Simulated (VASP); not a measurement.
# K4Li2Be (R-3m) in VASP: single point with r2SCAN

Aim: the single point of K4Li2Be with r2SCAN.

Everything below comes from runs of VASP 6.6.1. Logs are shortened: lines on timing, memory, paths and dates and some standing lists are left out, and cuts for length are marked.

## (1) The cell of the first run

The structure is trigonal, space group R-3m (No. 166). Conventional cell: a = 5.528 Å, b = 5.528 Å, c = 25.108 Å, α = 90.00°, β = 90.00°, γ = 120.00°. Be (site symmetry -3m) has 2 Li at 2.00 Å within 2.7 Å. K (site symmetry 3m) has 6 Li at 3.32 to 4.44 Å and 3 Be at 3.37 Å and 7 K at 3.80 to 4.21 Å within 4.5 Å. Within 4.3 Å of K (site symmetry 3m) lie 4 Li at 3.23 to 3.39 Å and 7 K at 3.80 to 4.21 Å. Within 2.7 Å of Li (site symmetry 3m) lie 1 Be at 2.00 Å.

## (2) Single point, r2SCAN

POSCAR

```
K4Li2Be
1.0
    2.7642100000      4.7877520000      0.0000000000
   -2.7642100000      4.7877520000      0.0000000000
    0.0000000000     -3.1918320000      8.3694640000
Be K Li
1 4 2
Direct
    0.0000000000      0.0000000000      0.0000000000
    0.3761500000      0.3761500000      0.1284500000
    0.6238500000      0.6238500000      0.8715500000
    0.2083300000      0.2083300000      0.6249900000
    0.7916700000      0.7916700000      0.3750100000
    0.0798500000      0.0798500000      0.2395500000
    0.9201500000      0.9201500000      0.7604500000
```

INCAR.step1

```
PREC = Accurate ; ENCUT = 520
ISMEAR = -1 ; SIGMA = 0.1
LREAL = False ; LASPH = True
NELM = 100 ; NBANDS = 31
GGA = PE ; ALGO = Normal
EDIFF = 1E-4 ; LWAVE = True
LCHARG = False
```

INCAR.step2

```
PREC = Accurate ; ENCUT = 520
EDIFF = 1E-6 ; ISMEAR = -1
SIGMA = 0.1 ; LREAL = False
LASPH = True ; NELM = 100
ALGO = Normal ; ISIF = 2
LWAVE = False ; LCHARG = True
METAGGA = R2SCAN ; LMIXTAU = True
LELF = True ; LVHAR = True
NBANDS = 31 ; ISTART = 1
```

KPOINTS

```
Automatic mesh
0
Gamma
  7 7 7
```

Potentials or basis: VASP PAW PBE potentials, release 64 (Be, K_sv, Li_sv).

Started as:

```sh
cat potpaw_PBE.64/Be/POTCAR potpaw_PBE.64/K_sv/POTCAR potpaw_PBE.64/Li_sv/POTCAR > POTCAR
cp INCAR.step1 INCAR
mpirun -np 1 vasp_std > vasp.out
cp INCAR.step2 INCAR
mpirun -np 1 vasp_std > vasp.out
```

OUTCAR:

```text
PREC = Accurate
   ENCUT = 520
   EDIFF = 1E-6
   ISMEAR = -1
   LREAL = False
   LASPH = True
   NELM = 100
   ISIF = 2
   METAGGA = R2SCAN
   ISTART = 1

 ion  position               nearest neighbor table
   1  0.000  0.000  0.000-   6 2.00   7 2.00
   2  0.376  0.376  0.128-   5 3.80   5 3.80   5 3.80
   3  0.624  0.624  0.872-   4 3.80   4 3.80   4 3.80
   4  0.208  0.208  0.625-   3 3.80   3 3.80   3 3.80
   5  0.792  0.792  0.375-   2 3.80   2 3.80   2 3.80
   6  0.080  0.080  0.240-   1 2.00
   7  0.920  0.920  0.760-   1 2.00

  LATTYP: Found a trigonal (rhomboedric) cell.
 ALAT       =     8.9574407739
 COS(alpha) =     0.8095398066

  Lattice vectors:

 A1 = (  -2.7642100000,   1.5959200000,   8.3694640000)
 A2 = (   0.0000000000,  -3.1918320000,   8.3694640000)
 A3 = (   2.7642100000,   1.5959200000,   8.3694640000)

Analysis of symmetry for initial positions (statically):
=====================================================================
 Subroutine PRICEL returns:
 Original cell was already a primitive cell.

 Routine SETGRP: Setting up the symmetry group for a
 trigonal (rhombohedral) supercell.

 Subroutine GETGRP returns: Found 12 space group operations
 (whereof 12 operations were pure point group operations)
 out of a pool of 12 trial point group operations.

The static configuration has the point symmetry D_3d.

Analysis of symmetry for dynamics (positions and initial velocities):
=====================================================================
 Subroutine PRICEL returns:
 Original cell was already a primitive cell.

 Routine SETGRP: Setting up the symmetry group for a
 trigonal (rhombohedral) supercell.

 Subroutine GETGRP returns: Found 12 space group operations
 (whereof 12 operations were pure point group operations)
 out of a pool of 12 trial point group operations.

The dynamic configuration has the point symmetry D_3d.

 Subroutine INISYM returns: Found 12 space group operations
 (whereof 12 operations are pure point group operations),
 and found     1 'primitive' translations

----------------------------------------------------------------------------------------

                                     Primitive cell

  volume of cell :     221.5289

  direct lattice vectors                    reciprocal lattice vectors
     2.764210000  4.787752000  0.000000000     0.180883507  0.104433145  0.039827288
    -2.764210000  4.787752000  0.000000000    -0.180883507  0.104433145  0.039827288
     0.000000000 -3.191832000  8.369464000     0.000000000  0.000000000  0.119481964

  length of vectors
     5.528419859  5.528419859  8.957439320     0.212629579  0.212629579  0.119481964

  position of ions in fractional coordinates (direct lattice)
     0.000000000  0.000000000  0.000000000
     0.376150000  0.376150000  0.128450000
     0.623850000  0.623850000  0.871550000
     0.208330000  0.208330000  0.624990000
     0.791670000  0.791670000  0.375010000
     0.079850000  0.079850000  0.239550000
     0.920150000  0.920150000  0.760450000

  ion indices of the primitive-cell ions
   primitive index   ion index
                 1           1
                 2           2
                 3           3
                 4           4
                 5           5
                 6           6
                 7           7

----------------------------------------------------------------------------------------

 KPOINTS: Automatic mesh

Automatic generation of k-mesh.
 Grid dimensions read from file:
 generate k-points for:    7    7    7

 Generating k-lattice:

  Cartesian coordinates                     Fractional coordinates (reciprocal lattice)
     0.025840501  0.014919021  0.005689613     0.142857143 -0.000000000  0.000000000
    -0.025840501  0.014919021  0.005689613    -0.000000000  0.142857143  0.000000000
     0.000000000  0.000000000  0.017068852     0.000000000  0.000000000  0.142857143

  Length of vectors
     0.030375654  0.030375654  0.017068852

  Shift w.r.t. Gamma in fractional coordinates (k-lattice)
     0.000000000  0.000000000  0.000000000

 Subroutine IBZKPT returns following result:
 ===========================================

 Found     44 irreducible k-points:

 Following reciprocal coordinates:
            Coordinates               Weight
  0.000000  0.000000  0.000000      1.000000
  0.142857  0.000000  0.000000      6.000000
  0.285714  0.000000  0.000000      6.000000
  0.428571  0.000000  0.000000      6.000000
  0.142857  0.142857  0.000000      6.000000
  0.285714  0.142857  0.000000     12.000000
[... 16 lines left out ...]
  0.142857  0.142857  0.142857      6.000000
  0.285714  0.142857  0.142857     12.000000
 [... further k-points ...]
   k-points           NKPTS =     44   k-points in BZ     NKDIM =     44   number of bands    NBANDS=     31
   number of dos      NEDOS =    301   number of ions     NIONS =      7
   total plane-waves  NPLWV = 123480
   dimension x,y,z NGX =    42 NGY =   42 NGZ =   70
   dimension x,y,z NGXF=    84 NGYF=   84 NGZF=  140
   ions per type =               1   4   2
   NGX,Y,Z   is equivalent  to a cutoff of  12.63, 12.63, 12.99 a.u.
   NGXF,Y,Z  is equivalent  to a cutoff of  25.26, 25.26, 25.98 a.u.
 SYSTEM =  unknown system
   PREC   = accura    normal or accurate (medium, high low for compatibility)
   ISTART =      1    job   : 0-new  1-cont  2-samecut
   ICHARG =      0    charge: 1-file 2-atom 10-const
   ISPIN  =      1    spin polarized calculation?
   LNONCOLLINEAR =      F non collinear calculations
   LSORBIT =      F    spin-orbit coupling
   LASPH  =      T    aspherical Exc in radial PAW
   ENCUT  =  520.0 eV  38.22 Ry    6.18 a.u.  10.28 10.28 16.65*2*pi/ulx,y,z
   NELM   =    100;   NELMIN=  2; NELMDL=  0     # of ELM steps
   EDIFF  = 0.1E-05   stopping-criterion for ELM
   LREAL  =      F    real-space projection
   EDIFFG = 0.1E-04   stopping-criterion for IOM
   NSW    =      0    number of steps for IOM
   IBRION =     -1    ionic relax: 0-MD 1-quasi-New 2-CG
   NFREE  =      0    steps in history (QN), initial steepest desc. (CG)
   ISIF   =      2    stress and relaxation
   ISYM   =      2    0-nonsym 1-usesym 2-fastsym
   POTIM  = 0.5000    time-step for ionic-motion
   TEBEG  =    0.0;   TEEND  =   0.0 temperature during run
   PSTRESS=    0.0 pullay stress
   NELECT =      44.0000    total number of electrons
   NUPDOWN=      -1.0000    fix difference up-down
   EMIN   =  10.00;   EMAX   =-10.00  energy-range for DOS
   EFERMI =   0.00;   METHOD = LEGACY
   ISMEAR =    -1;   SIGMA  =   0.10  broadening in eV -4-tet -1-fermi 0-gaus
   EFERMI_NEDOS =   21; number of points for ismear=-14 and -15
   IALGO  =     38    algorithm
   IMIX   =      4    mixing-type and parameters
     AMIX     =   0.40;   BMIX     =  1.00
     AMIX_MAG =   1.60;   BMIX_MAG =  1.00
  volume/ion in A,a.u.               =      31.65       213.56
  Fermi-wavevector in a.u.,A,eV,Ry     =   0.955174  1.805016 12.413364  0.912356
  Thomas-Fermi vector in A             =   2.083987
   LORBIT       =      0    0 simple, 1 ext, 2 COOP (PROOUT), +10 PAW based schemes
   METAGGA = R2SCAN    functional components
   LHFCALC =     F    Hartree Fock is set to
   AEXX    =    0.0000 exact exchange contribution
   IVDW    =     0    specifies the selected vdW correction
   LEPSILON=     F    determine dielectric tensor
   LRPA    =     F    only Hartree local field effects (RPA)
 non-spin polarized calculation
  energy-cutoff  :      520.00
  volume of cell :      221.53
 maximum number of plane-waves:      5989
 NGX is ok and might be reduce to    42
   NGX = 21   NGY = 21   NGZ = 33

 number of electron      44.0000006 magnetization

 Free energy of the ion-electron system (eV)
  ---------------------------------------------------
  ext. energy  EPLUGINS =         0.00000000
  ---------------------------------------------------
  free energy    TOTEN  =       -28.40945010 eV

  energy without entropy =      -28.21335255  energy(sigma->0) =      -28.31140132

 E-fermi :   1.2191     XC(G=0):  -7.5496

 val. band max:        1.2138697048   @ k =   0.1429   0.1429   0.1429
 cond. band min:       1.2202161630   @ k =   0.4286   0.1429   0.2857
 fundamental gap:      0.0063464582
 Fermi energy:         1.2190925262

 k-point     1 :       0.0000    0.0000    0.0000
  band No.  band energies     occupation
      1     -47.2451      2.00000
      2     -47.2449      2.00000
      3     -32.1839      2.00000
      4     -32.1545      2.00000
      5     -31.4839      2.00000
      6     -31.4585      2.00000
[... 23 lines left out ...]
     30       4.6522      0.00000
     31       4.6523      0.00000

 k-point     2 :       0.1429    0.0000    0.0000
  band No.  band energies     occupation
      1     -47.2451      2.00000
      2     -47.2449      2.00000
      3     -32.1825      2.00000
      4     -32.1557      2.00000
      5     -31.4828      2.00000
      6     -31.4596      2.00000
[... 23 lines left out ...]
     30       4.7052      0.00000
     31       4.9107      0.00000

 k-point     3 :       0.2857    0.0000    0.0000
  band No.  band energies     occupation
      1     -47.2451      2.00000
      2     -47.2449      2.00000
      3     -32.1788      2.00000
      4     -32.1590      2.00000
      5     -31.4798      2.00000
      6     -31.4626      2.00000
[... 23 lines left out ...]
     30       4.8456      0.00000
     31       4.9427      0.00000

 k-point     4 :       0.4286    0.0000    0.0000
  band No.  band energies     occupation
      1     -47.2451      2.00000
      2     -47.2449      2.00000
      3     -32.1745      2.00000
      4     -32.1630      2.00000
      5     -31.4762      2.00000
      6     -31.4662      2.00000
[... 635 lines left out ...]
     30       4.9811      0.00000
     31       4.9989      0.00000

 k-point    23 :       0.1429    0.1429    0.1429
  band No.  band energies     occupation
      1     -47.2451      2.00000
      2     -47.2449      2.00000
      3     -32.1824      2.00000
      4     -32.1558      2.00000
      5     -31.4828      2.00000
      6     -31.4596      2.00000
[... 23 lines left out ...]
     30       4.7436      0.00000
     31       4.8804      0.00000

 k-point    24 :       0.2857    0.1429    0.1429
  band No.  band energies     occupation
      1     -47.2451      2.00000
      2     -47.2449      2.00000
      3     -32.1799      2.00000
      4     -32.1580      2.00000
      5     -31.4807      2.00000
      6     -31.4617      2.00000
[... 23 lines left out ...]
     30       4.8256      0.00000
     31       5.2718      0.00000

 [... further k-points ...]

------------------------ aborting loop because EDIFF is reached ----------------------------------------

  FORCE on cell =-STRESS in cart. coord.  units (eV):
  Direction    XX          YY          ZZ          XY          YZ          ZX
  --------------------------------------------------------------------------------------
  -------------------------------------------------------------------------------------
  Total        6.5872814      6.5872810     11.8896299      0.0000000      0.0000038      0.0000000
  in kB       47.6416154     47.6416121     85.9901286      0.0000000      0.0000274      0.0000000
  external PRESSURE =      60.4244521 kB  Pullay stress =       0.0000000 kB

 VOLUME and BASIS-vectors are now :
 -----------------------------------------------------------------------------
  energy-cutoff  :      520.00
  volume of cell :      221.53
      direct lattice vectors                 reciprocal lattice vectors
     2.764210000  4.787752000  0.000000000     0.180883507  0.104433145  0.039827288
    -2.764210000  4.787752000  0.000000000    -0.180883507  0.104433145  0.039827288
     0.000000000 -3.191832000  8.369464000     0.000000000  0.000000000  0.119481964

 POSITION                                       TOTAL-FORCE (eV/Angst)
 -----------------------------------------------------------------------------------
      0.00000      0.00000      0.00000         0.000000      0.000000      0.000000
      0.00000      3.19184      1.07506         0.000000     -0.000000     -0.261650
      0.00000      3.19184      7.29441         0.000000      0.000000      0.261650
      0.00000      0.00000      5.23083         0.000000      0.000000      0.336207
      0.00000      6.38367      3.13863         0.000000     -0.000000     -0.336207
      0.00000      0.00000      2.00491         0.000000      0.000000      1.540510
      0.00000      6.38367      6.36456         0.000000     -0.000000     -1.540510
 -----------------------------------------------------------------------------------
    total drift:                                0.000000      0.000000      0.000000

  FREE ENERGIE OF THE ION-ELECTRON SYSTEM (eV)
  ---------------------------------------------------
  free  energy   TOTEN  =       -28.4094501005 eV

  energy  without entropy=      -28.2133525459  energy(sigma->0) =      -28.31140132
```

Wall time 16 min (1 thread of Intel Xeon Platinum 8559C (Emerald Rapids), shared host); peak memory 0.52 GiB.

What came out:

```yaml
Free_energy: -28.4095 eV
Largest_force: 1.541 eV/Å
Band_gap_on_the_k_mesh: zero (bands 22 and 23 overlap by 0.27 eV)
```

Forces on the atoms (eV/Å):
```
Be   0.000  0.000  0.000
K    0.000  0.000 -0.262
K    0.000  0.000  0.262
K    0.000  0.000  0.336
K    0.000  0.000 -0.336
Li   0.000  0.000  1.541
Li   0.000  0.000 -1.541
```

Caveat: the cutoff is under 1.25 times the usual one of these potentials, so pressure, stress and relaxed cells hold a basis-set (Pulay) error; the PAW data sets were made with another functional, which shifts forces and pressure a little.
